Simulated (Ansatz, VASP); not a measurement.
## Se in VASP and in Ansatz

```xyz
1
Lattice="-1.7600 1.7600 1.7600 1.7600 -1.7600 1.7600 1.7600 1.7600 -1.7600" Properties=species:S:1:pos:R:3 pbc="T T T"
Se    0.0000    0.0000    0.0000
```

Alike in both runs: task relaxation of cell and atoms; functional BLYP; k mesh 13 × 13 × 13; occupations fermi-dirac, width 0.1 eV; no spin polarisation.

|  | VASP | Ansatz |
| --- | --- | --- |
| version | VASP 6.6.1 | Ansatz 0.2.0 |
| potentials or method | VASP PAW PBE potentials, release 64 (Se), cutoff 600 eV | plane waves (420 eV) with PAW, scalar-relativistic |
| valence electrons in the cell | 6 | 16 |

```tsv
	VASP	Ansatz	Ansatz less VASP
relaxed volume (Å³/atom)	22.74	22.69	-0.044
relaxed cell length with the largest relative difference (Å)	3.091	3.089	-0.0020
```

VASP's potentials were made for PBE, not for BLYP. VASP's potentials hold 6 valence electrons a cell and Ansatz's 16, so a difference there can come from the potentials and not from the codes.
